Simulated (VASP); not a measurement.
Here is a VASP 6.6.1 calculation.

File INCAR:

```
SYSTEM = P
  PREC = Accurate
  ENCUT = 600
  EDIFF = 1E-6
  ISMEAR = 0
  SIGMA = 0.05
  LREAL = .False.
  LASPH = .True.
  NELM = 100
  ALGO = Normal
  ISIF = 3
  LWAVE = .False.
  LCHARG = .False.
  GGA = PE
  IBRION = 2
  NSW = 80
  EDIFFG = -0.03
```

KPOINTS

```
Automatic mesh
0
Gamma
  6 6 4
  0 0 0
```

POSCAR

```
P
1.0
    1.6568000000     -5.2390000000      0.0000000000
    1.6568000000      5.2390000000      0.0000000000
    0.0000000000      0.0000000000      4.3763000000
P
4
Direct
    0.3983200000      0.6016800000      0.5805600000
    0.6016800000      0.3983200000      0.4194400000
    0.8983200000      0.1016800000      0.9194400000
    0.1016800000      0.8983200000      0.0805600000
```

Potentials or basis: VASP PAW PBE potentials, release 64 (P).

Run with:

```console
$ cat potpaw_PBE.64/P/POTCAR > POTCAR
$ mpirun -np 1 vasp_std > vasp.out
```

(1) Predict the band gap on the k mesh.

(2) Predict the relaxed cell.

(3) What does it give for the relaxed volume?

## Answers

(1) 0.14 eV.

(2) a = 5.839 Å, b = 5.839 Å, c = 4.540 Å, α = 90.00°, β = 90.00°, γ = 147.03°.

(3) 21.06 Å³/atom.

Caveat: semilocal functionals underestimate gaps, and a narrow one can read as zero.
